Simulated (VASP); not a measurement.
# Re (Pm-3m) in VASP: further runs

The runs below take Re through single point, with PBEsol.

Program: VASP 6.6.1. These are calculated values, not measurements. Logs are shortened: lines on timing, memory, paths and dates and some standing lists are left out, and cuts for length are marked.

## 1. The cell of the first run

It takes space group Pm-3m (No. 221, cubic). Conventional cell: a = 2.426 Å, b = 2.426 Å, c = 2.426 Å, α = 90.00°, β = 90.00°, γ = 90.00°. Re (site symmetry m-3m) has 6 Re at 2.43 Å within 3.2 Å.

This isn't the form of Re at room conditions, which is hcp.

## 2. Single point, PBEsol

Input file INCAR:

```
PREC = Accurate
ENCUT = 520
EDIFF = 1E-6
ISMEAR = -1
SIGMA = 0.1
LREAL = False
LASPH = True
NELM = 60
ALGO = Normal
ISIF = 2
LWAVE = False
LCHARG = False
GGA = PS
NBANDS = 10
```

Input file KPOINTS:

```
Automatic mesh
0
Gamma
  16 16 16
```

Input file POSCAR:

```
Re
1.0
    2.4258624783      0.0000000000      0.0000000000
    0.0000000000      2.4258624783      0.0000000000
    0.0000000000      0.0000000000      2.4258624783
Re
1
Direct
    0.0000000000      0.0000000000      0.0000000000
```

Potentials or basis: VASP PAW PBE potentials, release 64 (Re).

Started as:

```bash
$ cat potpaw_PBE.64/Re/POTCAR > POTCAR
$ mpirun -np 1 vasp_std > vasp.out
```

OUTCAR:

```text
PREC = Accurate
   ENCUT = 520
   EDIFF = 1E-6
   ISMEAR = -1
   LREAL = False
   LASPH = True
   NELM = 60
   ISIF = 2
   GGA = PS

 ion  position               nearest neighbor table
   1  0.000  0.000  0.000-

  LATTYP: Found a simple cubic cell.
 ALAT       =     2.4258624783

  Lattice vectors:

 A1 = (   2.4258624783,   0.0000000000,   0.0000000000)
 A2 = (   0.0000000000,   2.4258624783,   0.0000000000)
 A3 = (   0.0000000000,   0.0000000000,   2.4258624783)

Analysis of symmetry for initial positions (statically):
=====================================================================
 Subroutine PRICEL returns:
 Original cell was already a primitive cell.

 Routine SETGRP: Setting up the symmetry group for a
 simple cubic supercell.

 Subroutine GETGRP returns: Found 48 space group operations
 (whereof 48 operations were pure point group operations)
 out of a pool of 48 trial point group operations.

The static configuration has the point symmetry O_h .

Analysis of symmetry for dynamics (positions and initial velocities):
=====================================================================
 Subroutine PRICEL returns:
 Original cell was already a primitive cell.

 Routine SETGRP: Setting up the symmetry group for a
 simple cubic supercell.

 Subroutine GETGRP returns: Found 48 space group operations
 (whereof 48 operations were pure point group operations)
 out of a pool of 48 trial point group operations.

The dynamic configuration has the point symmetry O_h .

 Subroutine INISYM returns: Found 48 space group operations
 (whereof 48 operations are pure point group operations),
 and found     1 'primitive' translations

----------------------------------------------------------------------------------------

                                     Primitive cell

  volume of cell :      14.2757

  direct lattice vectors                    reciprocal lattice vectors
     2.425862478  0.000000000  0.000000000     0.412224522  0.000000000  0.000000000
     0.000000000  2.425862478  0.000000000     0.000000000  0.412224522  0.000000000
     0.000000000  0.000000000  2.425862478     0.000000000  0.000000000  0.412224522

  length of vectors
     2.425862478  2.425862478  2.425862478     0.412224522  0.412224522  0.412224522

  position of ions in fractional coordinates (direct lattice)
     0.000000000  0.000000000  0.000000000

  ion indices of the primitive-cell ions
   primitive index   ion index
                 1           1

----------------------------------------------------------------------------------------

 KPOINTS: Automatic mesh

Automatic generation of k-mesh.
 Grid dimensions read from file:
 generate k-points for:   16   16   16

 Generating k-lattice:

  Cartesian coordinates                     Fractional coordinates (reciprocal lattice)
     0.025764033  0.000000000  0.000000000     0.062500000  0.000000000  0.000000000
     0.000000000  0.025764033  0.000000000     0.000000000  0.062500000  0.000000000
     0.000000000  0.000000000  0.025764033     0.000000000  0.000000000  0.062500000

  Length of vectors
     0.025764033  0.025764033  0.025764033

  Shift w.r.t. Gamma in fractional coordinates (k-lattice)
     0.000000000  0.000000000  0.000000000

 Subroutine IBZKPT returns following result:
 ===========================================

 Found    165 irreducible k-points:

 Following reciprocal coordinates:
            Coordinates               Weight
  0.000000  0.000000  0.000000      1.000000
  0.062500  0.000000  0.000000      6.000000
  0.125000  0.000000  0.000000      6.000000
  0.187500  0.000000  0.000000      6.000000
  0.250000  0.000000  0.000000      6.000000
  0.312500  0.000000  0.000000      6.000000
[... 16 lines left out ...]
  0.437500  0.125000  0.000000     24.000000
  0.500000  0.125000  0.000000     12.000000
 [... further k-points ...]
   k-points           NKPTS =    165   k-points in BZ     NKDIM =    165   number of bands    NBANDS=     10
   number of dos      NEDOS =    301   number of ions     NIONS =      1
   total plane-waves  NPLWV =   5832
   dimension x,y,z NGX =    18 NGY =   18 NGZ =   18
   dimension x,y,z NGXF=    36 NGYF=   36 NGZF=   36
   ions per type =               1
   NGX,Y,Z   is equivalent  to a cutoff of  12.34, 12.34, 12.34 a.u.
   NGXF,Y,Z  is equivalent  to a cutoff of  24.67, 24.67, 24.67 a.u.
 SYSTEM =  unknown system
   PREC   = accura    normal or accurate (medium, high low for compatibility)
   ISTART =      0    job   : 0-new  1-cont  2-samecut
   ICHARG =      2    charge: 1-file 2-atom 10-const
   ISPIN  =      1    spin polarized calculation?
   LNONCOLLINEAR =      F non collinear calculations
   LSORBIT =      F    spin-orbit coupling
   LASPH  =      T    aspherical Exc in radial PAW
   ENCUT  =  520.0 eV  38.22 Ry    6.18 a.u.   4.51  4.51  4.51*2*pi/ulx,y,z
   NELM   =     60;   NELMIN=  2; NELMDL= -5     # of ELM steps
   EDIFF  = 0.1E-05   stopping-criterion for ELM
   LREAL  =      F    real-space projection
   EDIFFG = 0.1E-04   stopping-criterion for IOM
   NSW    =      0    number of steps for IOM
   IBRION =     -1    ionic relax: 0-MD 1-quasi-New 2-CG
   NFREE  =      0    steps in history (QN), initial steepest desc. (CG)
   ISIF   =      2    stress and relaxation
   ISYM   =      2    0-nonsym 1-usesym 2-fastsym
   POTIM  = 0.5000    time-step for ionic-motion
   TEBEG  =    0.0;   TEEND  =   0.0 temperature during run
   PSTRESS=    0.0 pullay stress
   NELECT =       7.0000    total number of electrons
   NUPDOWN=      -1.0000    fix difference up-down
   EMIN   =  10.00;   EMAX   =-10.00  energy-range for DOS
   EFERMI =   0.00;   METHOD = LEGACY
   ISMEAR =    -1;   SIGMA  =   0.10  broadening in eV -4-tet -1-fermi 0-gaus
   EFERMI_NEDOS =   21; number of points for ismear=-14 and -15
   IALGO  =     38    algorithm
   IMIX   =      4    mixing-type and parameters
     AMIX     =   0.40;   BMIX     =  1.00
     AMIX_MAG =   1.60;   BMIX_MAG =  1.00
  volume/ion in A,a.u.               =      14.28        96.34
  Fermi-wavevector in a.u.,A,eV,Ry     =   1.290946  2.439534 22.674667  1.666541
  Thomas-Fermi vector in A             =   2.422746
   LORBIT       =      0    0 simple, 1 ext, 2 COOP (PROOUT), +10 PAW based schemes
   GGA     = PS    functional components
   LHFCALC =     F    Hartree Fock is set to
   AEXX    =    0.0000 exact exchange contribution
   IVDW    =     0    specifies the selected vdW correction
   LEPSILON=     F    determine dielectric tensor
   LRPA    =     F    only Hartree local field effects (RPA)
 non-spin polarized calculation
  energy-cutoff  :      520.00
  volume of cell :       14.28
 maximum number of plane-waves:       402
   NGX =  9   NGY =  9   NGZ =  9

 number of electron       6.9999998 magnetization

 Free energy of the ion-electron system (eV)
  ---------------------------------------------------
  ext. energy  EPLUGINS =         0.00000000
  ---------------------------------------------------
  free energy    TOTEN  =       -11.56018965 eV

  energy without entropy =      -11.52135843  energy(sigma->0) =      -11.54077404

 E-fermi :   8.7688     XC(G=0): -13.8285

 val. band max:        8.7668910741   @ k =   0.5000   0.1875   0.0000
 cond. band min:       8.7753980853   @ k =   0.5000   0.3750   0.2500
 fundamental gap:      0.0085070112
 Fermi energy:         8.7688197749

 k-point     1 :       0.0000    0.0000    0.0000
  band No.  band energies     occupation
      1      -1.7763      2.00000
      2       2.0101      2.00000
      3       2.0101      2.00000
      4      13.3292      0.00000
      5      13.3293      0.00000
      6      13.3293      0.00000
      7      25.6566      0.00000
      8      25.6566      0.00000
      9      25.6566      0.00000
     10      32.5479      0.00000

 k-point     2 :       0.0625    0.0000    0.0000
  band No.  band energies     occupation
      1      -1.6185      2.00000
      2       2.0504      2.00000
      3       2.1968      2.00000
      4      13.0546      0.00000
      5      13.0546      0.00000
      6      13.3486      0.00000
      7      24.8111      0.00000
      8      26.0066      0.00000
      9      26.0066      0.00000
     10      33.2220      0.00000

 k-point     3 :       0.1250    0.0000    0.0000
  band No.  band energies     occupation
      1      -1.1864      2.00000
      2       2.1673      2.00000
      3       2.7623      2.00000
      4      12.3430      0.00000
      5      12.3430      0.00000
      6      13.4041      0.00000
      7      23.0771      0.00000
      8      26.9335      0.00000
      9      26.9335      0.00000
     10      31.7377      0.00000

 k-point     4 :       0.1875    0.0000    0.0000
  band No.  band energies     occupation
      1      -0.5790      2.00000
      2       2.3474      2.00000
      3       3.6928      2.00000
      4      11.4204      0.00000
      5      11.4204      0.00000
      6      13.4880      0.00000
      7      21.2821      0.00000
      8      28.1866      0.00000
      9      28.1866      0.00000
     10      29.6292      0.00000
[... 222 lines left out ...]
 k-point    22 :       0.3750    0.1250    0.0000
  band No.  band energies     occupation
      1       1.9682      2.00000
      2       3.6753      2.00000
      3       5.8142      2.00000
      4       9.1439      0.04591
      5       9.7104      0.00016
      6      12.9264      0.00000
      7      19.1431      0.00000
      8      26.1312      0.00000
      9      28.5685      0.00000
     10      33.6231      0.00000

 k-point    23 :       0.4375    0.1250    0.0000
  band No.  band energies     occupation
      1       2.4431      2.00000
      2       3.9049      2.00000
      3       5.4392      2.00000
      4       8.7503      1.09218
      5      10.2565      0.00000
      6      12.9976      0.00000
      7      19.2067      0.00000
      8      25.5342      0.00000
      9      29.3592      0.00000
     10      32.1310      0.00000

 k-point    24 :       0.5000    0.1250    0.0000
  band No.  band energies     occupation
      1       2.6293      2.00000
      2       4.0261      2.00000
      3       5.2230      2.00000
      4       8.6164      1.64230
      5      10.4519      0.00000
      6      13.0229      0.00000
      7      19.3649      0.00000
      8      25.3179      0.00000
      9      30.1414      0.00000
     10      30.6837      0.00000

 [... further k-points ...]
[... 5 lines left out ...]
  --------------------------------------------------------------------------------------
  -------------------------------------------------------------------------------------
  Total        5.2865429      5.2865429      5.2865429      0.0000000      0.0000000      0.0000000
  in kB      593.3129282    593.3129282    593.3129282      0.0000000      0.0000000      0.0000000
  external PRESSURE =     593.3129282 kB  Pullay stress =       0.0000000 kB

 VOLUME and BASIS-vectors are now :
 -----------------------------------------------------------------------------
  energy-cutoff  :      520.00
  volume of cell :       14.28
      direct lattice vectors                 reciprocal lattice vectors
     2.425862478  0.000000000  0.000000000     0.412224522  0.000000000  0.000000000
     0.000000000  2.425862478  0.000000000     0.000000000  0.412224522  0.000000000
     0.000000000  0.000000000  2.425862478     0.000000000  0.000000000  0.412224522

 POSITION                                       TOTAL-FORCE (eV/Angst)
 -----------------------------------------------------------------------------------
      0.00000      0.00000      0.00000         0.000000      0.000000      0.000000
 -----------------------------------------------------------------------------------
    total drift:                               -0.000000      0.000000      0.000000

  FREE ENERGIE OF THE ION-ELECTRON SYSTEM (eV)
  ---------------------------------------------------
  free  energy   TOTEN  =       -11.5601896511 eV

  energy  without entropy=      -11.5213584345  energy(sigma->0) =      -11.54077404
```

It took 28 s on 1 thread of Intel Xeon 8259CL, shared host; peak memory 0.14 GiB.

What came out:

```
Free energy            : -11.5602 eV
Pressure               : 59.3 GPa
Band gap on the k mesh : zero (an odd number of electrons rules out a gap without spin polarisation)
```

Levels at points of the mesh, in eV from the Fermi level:
| k point | band 1 | band 2 | band 3 | band 4 | band 5 | band 6 | band 7 |
| --- | --- | --- | --- | --- | --- | --- | --- |
| (0.00, 0.00, 0.00) | -10.55 | -6.76 | -6.76 | 4.56 | 4.56 | 4.56 | 16.89 |
| (0.50, 0.00, 0.00) | -6.71 | -5.57 | -1.26 | -0.28 | -0.28 | 5.09 | 10.64 |
| (0.50, 0.50, 0.00) | -8.24 | -4.59 | 0.70 | 0.70 | 5.48 | 5.48 | 8.01 |
| (0.50, 0.50, 0.50) | -6.24 | -6.24 | -6.24 | 7.23 | 8.39 | 8.39 | 14.15 |

Caveat: the cell stands under pressure; the PAW data sets were made with another functional, which shifts forces and pressure a little; spin-orbit coupling is left out, which moves the levels of the heavy elements.

(Continued in part 2 of 2.)

The gap in the log of VASP goes by the Fermi energy; the results here count the filled bands.